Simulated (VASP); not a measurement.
Here is a VASP 6.6.1 calculation.

Contents of INCAR:

```
SYSTEM = TiAl2
PREC     = Accurate       ! precision mode
ENCUT    = 520            ! plane-wave cutoff, eV
EDIFF    = 1E-7           ! SCF threshold, eV
ISMEAR   = 0              ! smearing method
SIGMA    = 0.15           ! smearing width, eV
LREAL    = .FALSE.        ! projectors in reciprocal space
LASPH    = .TRUE.         ! aspherical terms in the spheres
NELM     = 100            ! most SCF steps
ALGO     = Fast           ! electronic algorithm
ISIF     = 2              ! what is computed and relaxed
LWAVE    = .FALSE.        ! write WAVECAR
LCHARG   = .FALSE.        ! write CHGCAR
NBANDS   = 27             ! bands
```

File KPOINTS:

```
regular mesh
0
G
  12 12 12
  0 0 0
```

The input POSCAR:

```
TiAl2
1.0
    2.0604099557     -6.3710089339      0.0000000000
    2.0604099557      6.3710089339      0.0000000000
    0.0000000000      0.0000000000      3.8700712119
Ti Al
2 4
Direct
    0.6560576955      0.3439423045      0.0000000000
    0.3439423045      0.6560576955      0.0000000000
    0.0000000000      0.0000000000      0.0000000000
    0.8269820961      0.1730179039      0.5000000000
    0.1730179039      0.8269820961      0.5000000000
    0.5000000000      0.5000000000      0.5000000000
```

Potentials or basis: VASP PAW LDA potentials, release 64 (Ti_sv, Al).

Command:

```sh
$ cat potpaw_LDA.64/Ti_sv/POTCAR potpaw_LDA.64/Al/POTCAR > POTCAR
$ mpirun -np 1 vasp_std > vasp.out
```

Question: Predict the pressure.

Answer: -10.7 GPa.

Question: Predict the largest force.

Answer: 0.228 eV/Å.

Question: Estimate the band gap on the k mesh.

Answer: Zero (bands 18 and 19 overlap by 1.37 eV).

Forces on the atoms (eV/Å):
```
Ti   0.000  0.228  0.000
Ti   0.000 -0.228  0.000
Al   0.000  0.000  0.000
Al   0.000  0.175  0.000
Al   0.000 -0.175  0.000
Al   0.000  0.000  0.000
```

Caveat: the cell stands under tension.
